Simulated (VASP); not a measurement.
# SiC (rocksalt type) (Fm-3m) in VASP: further runs

SiC (rocksalt type) is run at these levels: PBE; tasks: single point, relaxation of cell and atoms.

Everything below comes from runs of VASP 6.6.1. Logs are shortened: lines on timing, memory, paths and dates and some standing lists are left out, and cuts for length are marked.

### Step 1. The cell of the first run

Symmetry: Fm-3m, No. 225, cubic system. The conventional cell has a = 4.058 Å, b = 4.058 Å, c = 4.058 Å, α = 90.00°, β = 90.00°, γ = 90.00°. Within 2.7 Å of Si (site symmetry m-3m) lie 6 C at 2.03 Å. C (site symmetry m-3m) has 6 Si at 2.03 Å within 2.7 Å.

### Step 2. Single point, PBE

File INCAR:

```
  ALGO = Normal
  EDIFF = 1E-6
  ENCUT = 520
  GGA = PE
  ISIF = 2
  ISMEAR = -1
  LASPH = True
  LCHARG = False
  LREAL = False
  LWAVE = False
  NBANDS = 11
  NELM = 60
  PREC = Accurate
  SIGMA = 0.08
```

File KPOINTS:

```
k-points
0
Gamma
  15 15 15
```

File POSCAR:

```
SiC
1.0
    0.0000000000      2.0290302627      2.0290302627
    2.0290302627      0.0000000000      2.0290302627
    2.0290302627      2.0290302627      0.0000000000
Si C
1 1
Direct
    0.0000000000      0.0000000000      0.0000000000
    0.5000000000      0.5000000000      0.5000000000
```

Potentials or basis: VASP PAW PBE potentials, release 64 (Si, C).

The run is started by

```console
> cat potpaw_PBE.64/Si/POTCAR potpaw_PBE.64/C/POTCAR > POTCAR
> mpirun -np 1 vasp_std > vasp.out
```

OUTCAR:

```text
EDIFF = 1E-6
   ENCUT = 520
   GGA = PE
   ISIF = 2
   ISMEAR = -1
   LASPH = True
   LREAL = False
   NELM = 60
   PREC = Accurate

 ion  position               nearest neighbor table
   1  0.000  0.000  0.000-   2 2.03   2 2.03   2 2.03   2 2.03   2 2.03   2 2.03
   2  0.500  0.500  0.500-   1 2.03   1 2.03   1 2.03   1 2.03   1 2.03   1 2.03

  LATTYP: Found a face centered cubic cell.
 ALAT       =     4.0580605254

  Lattice vectors:

 A1 = (   0.0000000000,   2.0290302627,   2.0290302627)
 A2 = (   2.0290302627,   0.0000000000,   2.0290302627)
 A3 = (   2.0290302627,   2.0290302627,   0.0000000000)

Analysis of symmetry for initial positions (statically):
=====================================================================
 Subroutine PRICEL returns:
 Original cell was already a primitive cell.

 Routine SETGRP: Setting up the symmetry group for a
 face centered cubic supercell.

 Subroutine GETGRP returns: Found 48 space group operations
 (whereof 48 operations were pure point group operations)
 out of a pool of 48 trial point group operations.

The static configuration has the point symmetry O_h .

Analysis of symmetry for dynamics (positions and initial velocities):
=====================================================================
 Subroutine PRICEL returns:
 Original cell was already a primitive cell.

 Routine SETGRP: Setting up the symmetry group for a
 face centered cubic supercell.

 Subroutine GETGRP returns: Found 48 space group operations
 (whereof 48 operations were pure point group operations)
 out of a pool of 48 trial point group operations.

The dynamic configuration has the point symmetry O_h .

 Subroutine INISYM returns: Found 48 space group operations
 (whereof 48 operations are pure point group operations),
 and found     1 'primitive' translations

----------------------------------------------------------------------------------------

                                     Primitive cell

  volume of cell :      16.7069

  direct lattice vectors                    reciprocal lattice vectors
     0.000000000  2.029030263  2.029030263    -0.246423136  0.246423136  0.246423136
     2.029030263  0.000000000  2.029030263     0.246423136 -0.246423136  0.246423136
     2.029030263  2.029030263  0.000000000     0.246423136  0.246423136 -0.246423136

  length of vectors
     2.869482116  2.869482116  2.869482116     0.426817391  0.426817391  0.426817391

  position of ions in fractional coordinates (direct lattice)
     0.000000000  0.000000000  0.000000000
     0.500000000  0.500000000  0.500000000

  ion indices of the primitive-cell ions
   primitive index   ion index
                 1           1
                 2           2

----------------------------------------------------------------------------------------

 KPOINTS: k-points

Automatic generation of k-mesh.
 Grid dimensions read from file:
 generate k-points for:   15   15   15

 Generating k-lattice:

  Cartesian coordinates                     Fractional coordinates (reciprocal lattice)
    -0.016428209  0.016428209  0.016428209     0.066666667  0.000000000  0.000000000
     0.016428209 -0.016428209  0.016428209     0.000000000  0.066666667  0.000000000
     0.016428209  0.016428209 -0.016428209     0.000000000  0.000000000  0.066666667

  Length of vectors
     0.028454493  0.028454493  0.028454493

  Shift w.r.t. Gamma in fractional coordinates (k-lattice)
     0.000000000  0.000000000  0.000000000

 Subroutine IBZKPT returns following result:
 ===========================================

 Found    120 irreducible k-points:

 Following reciprocal coordinates:
            Coordinates               Weight
  0.000000  0.000000  0.000000      1.000000
  0.066667  0.000000  0.000000      8.000000
  0.133333  0.000000  0.000000      8.000000
  0.200000  0.000000  0.000000      8.000000
  0.266667  0.000000  0.000000      8.000000
  0.333333  0.000000  0.000000      8.000000
[... 16 lines left out ...]
  0.133333  0.133333  0.000000      6.000000
  0.200000  0.133333  0.000000     24.000000
 [... further k-points ...]
   k-points           NKPTS =    120   k-points in BZ     NKDIM =    120   number of bands    NBANDS=     11
   number of dos      NEDOS =    301   number of ions     NIONS =      2
   total plane-waves  NPLWV =  13824
   dimension x,y,z NGX =    24 NGY =   24 NGZ =   24
   dimension x,y,z NGXF=    48 NGYF=   48 NGZF=   48
   ions per type =               1   1
   NGX,Y,Z   is equivalent  to a cutoff of  13.90, 13.90, 13.90 a.u.
   NGXF,Y,Z  is equivalent  to a cutoff of  27.81, 27.81, 27.81 a.u.
 SYSTEM =  unknown system
   PREC   = accura    normal or accurate (medium, high low for compatibility)
   ISTART =      0    job   : 0-new  1-cont  2-samecut
   ICHARG =      2    charge: 1-file 2-atom 10-const
   ISPIN  =      1    spin polarized calculation?
   LNONCOLLINEAR =      F non collinear calculations
   LSORBIT =      F    spin-orbit coupling
   LASPH  =      T    aspherical Exc in radial PAW
   ENCUT  =  520.0 eV  38.22 Ry    6.18 a.u.   5.34  5.34  5.34*2*pi/ulx,y,z
   NELM   =     60;   NELMIN=  2; NELMDL= -5     # of ELM steps
   EDIFF  = 0.1E-05   stopping-criterion for ELM
   LREAL  =      F    real-space projection
   EDIFFG = 0.1E-04   stopping-criterion for IOM
   NSW    =      0    number of steps for IOM
   IBRION =     -1    ionic relax: 0-MD 1-quasi-New 2-CG
   NFREE  =      0    steps in history (QN), initial steepest desc. (CG)
   ISIF   =      2    stress and relaxation
   ISYM   =      2    0-nonsym 1-usesym 2-fastsym
   POTIM  = 0.5000    time-step for ionic-motion
   TEBEG  =    0.0;   TEEND  =   0.0 temperature during run
   PSTRESS=    0.0 pullay stress
   NELECT =       8.0000    total number of electrons
   NUPDOWN=      -1.0000    fix difference up-down
   EMIN   =  10.00;   EMAX   =-10.00  energy-range for DOS
   EFERMI =   0.00;   METHOD = LEGACY
   ISMEAR =    -1;   SIGMA  =   0.08  broadening in eV -4-tet -1-fermi 0-gaus
   EFERMI_NEDOS =   21; number of points for ismear=-14 and -15
   IALGO  =     38    algorithm
   IMIX   =      4    mixing-type and parameters
     AMIX     =   0.40;   BMIX     =  1.00
     AMIX_MAG =   1.60;   BMIX_MAG =  1.00
  volume/ion in A,a.u.               =       8.35        56.37
  Fermi-wavevector in a.u.,A,eV,Ry     =   1.280775  2.420315 22.318801  1.640386
  Thomas-Fermi vector in A             =   2.413184
   LORBIT       =      0    0 simple, 1 ext, 2 COOP (PROOUT), +10 PAW based schemes
   GGA     = PE    functional components
   LHFCALC =     F    Hartree Fock is set to
   AEXX    =    0.0000 exact exchange contribution
   IVDW    =     0    specifies the selected vdW correction
   LEPSILON=     F    determine dielectric tensor
   LRPA    =     F    only Hartree local field effects (RPA)
 non-spin polarized calculation
  energy-cutoff  :      520.00
  volume of cell :       16.71
 maximum number of plane-waves:       463
 NGX is ok and might be reduce to    24
   NGX = 11   NGY = 11   NGZ = 11

 number of electron       8.0000000 magnetization

 Free energy of the ion-electron system (eV)
  ---------------------------------------------------
  ext. energy  EPLUGINS =         0.00000000
  ---------------------------------------------------
  free energy    TOTEN  =       -13.57882166 eV

  energy without entropy =      -13.57303595  energy(sigma->0) =      -13.57592880

 E-fermi :  12.2571     XC(G=0): -12.6661

 val. band max:       12.2282320817   @ k =   0.0667   0.0000   0.0000
 cond. band min:      12.2878382375   @ k =  -0.4667   0.4667   0.0667
 fundamental gap:      0.0596061557
 Fermi energy:        12.2571269582

 k-point     1 :       0.0000    0.0000    0.0000
  band No.  band energies     occupation
      1      -6.0935      2.00000
      2      12.2953      0.76603
      3      12.2953      0.76603
      4      12.2953      0.76603
      5      19.6421      0.00000
      6      21.2352      0.00000
      7      21.2352      0.00000
      8      21.2352      0.00000
      9      24.9189      0.00000
     10      24.9189      0.00000
     11      24.9189      0.00000

 k-point     2 :       0.0667    0.0000    0.0000
  band No.  band energies     occupation
      1      -5.9858      2.00000
      2      11.6891      1.99835
      3      12.2282      1.17866
      4      12.2282      1.17865
      5      19.8362      0.00000
      6      21.0918      0.00000
      7      21.4185      0.00000
      8      21.4185      0.00000
      9      23.7334      0.00000
     10      23.7334      0.00000
     11      24.8400      0.00000

 k-point     3 :       0.1333    0.0000    0.0000
  band No.  band energies     occupation
      1      -5.6637      2.00000
      2      10.2021      2.00000
      3      12.0540      1.85364
      4      12.0540      1.85364
      5      19.6871      0.00000
      6      21.4447      0.00000
      7      21.4447      0.00000
      8      21.4827      0.00000
      9      22.8819      0.00000
     10      22.8819      0.00000
     11      24.5435      0.00000

 k-point     4 :       0.2000    0.0000    0.0000
  band No.  band energies     occupation
      1      -5.1296      2.00000
      2       8.3244      2.00000
      3      11.8316      1.99025
      4      11.8316      1.99025
      5      19.1822      0.00000
      6      20.4041      0.00000
      7      20.4041      0.00000
      8      22.3427      0.00000
      9      23.6903      0.00000
     10      23.6903      0.00000
     11      24.2191      0.00000
[... 239 lines left out ...]
 k-point    22 :      -0.0667    0.0667    0.0000
  band No.  band energies     occupation
      1      -5.8068      2.00000
      2      11.0736      2.00000
      3      11.6175      1.99933
      4      12.3528      0.46436
      5      20.1092      0.00000
      6      20.6992      0.00000
      7      21.5475      0.00000
      8      21.8618      0.00000
      9      22.0973      0.00000
     10      23.7650      0.00000
     11      25.2501      0.00000

 k-point    23 :       0.1333    0.1333    0.0000
  band No.  band energies     occupation
      1      -5.5209      2.00000
      2      11.1092      2.00000
      3      11.1893      2.00000
      4      11.1893      2.00000
      5      19.1954      0.00000
      6      19.2108      0.00000
      7      21.2372      0.00000
      8      22.7868      0.00000
      9      22.7868      0.00000
     10      25.9825      0.00000
     11      25.9825      0.00000

 k-point    24 :       0.2000    0.1333    0.0000
  band No.  band energies     occupation
      1      -5.1295      2.00000
      2       9.6576      2.00000
      3      10.7759      2.00000
      4      11.2733      1.99999
      5      17.9660      0.00000
      6      18.8483      0.00000
      7      21.5031      0.00000
      8      22.9466      0.00000
      9      23.5666      0.00000
     10      25.8360      0.00000
     11      26.3672      0.00000

 [... further k-points ...]

------------------------ aborting loop because EDIFF is reached ----------------------------------------

  FORCE on cell =-STRESS in cart. coord.  units (eV):
  Direction    XX          YY          ZZ          XY          YZ          ZX
  --------------------------------------------------------------------------------------
  -------------------------------------------------------------------------------------
  Total       -0.0002538     -0.0002538     -0.0002538      0.0000000      0.0000000     -0.0000000
  in kB       -0.0243372     -0.0243372     -0.0243372      0.0000000      0.0000000     -0.0000000
  external PRESSURE =      -0.0243372 kB  Pullay stress =       0.0000000 kB

 VOLUME and BASIS-vectors are now :
 -----------------------------------------------------------------------------
  energy-cutoff  :      520.00
  volume of cell :       16.71
      direct lattice vectors                 reciprocal lattice vectors
     0.000000000  2.029030263  2.029030263    -0.246423136  0.246423136  0.246423136
     2.029030263  0.000000000  2.029030263     0.246423136 -0.246423136  0.246423136
     2.029030263  2.029030263  0.000000000     0.246423136  0.246423136 -0.246423136

 POSITION                                       TOTAL-FORCE (eV/Angst)
 -----------------------------------------------------------------------------------
      0.00000      0.00000      0.00000         0.000000     -0.000000     -0.000000
      2.02903      2.02903      2.02903        -0.000000      0.000000      0.000000
 -----------------------------------------------------------------------------------
    total drift:                               -0.000000     -0.000000      0.000000

  FREE ENERGIE OF THE ION-ELECTRON SYSTEM (eV)
  ---------------------------------------------------
  free  energy   TOTEN  =       -13.5788216564 eV

  energy  without entropy=      -13.5730359481  energy(sigma->0) =      -13.57592880
```

Run time: 24 s. Hardware: 1 thread of Intel Xeon 8259CL, shared host; peak memory 0.15 GiB.

What came out:

| Item | Value |
| --- | --- |
| Free energy | -13.5788 eV |
| Pressure | 0.0 GPa |
| Band gap on the k mesh | zero (bands 4 and 5 overlap by 0.99 eV) |

(Continued in part 2 of 2.)
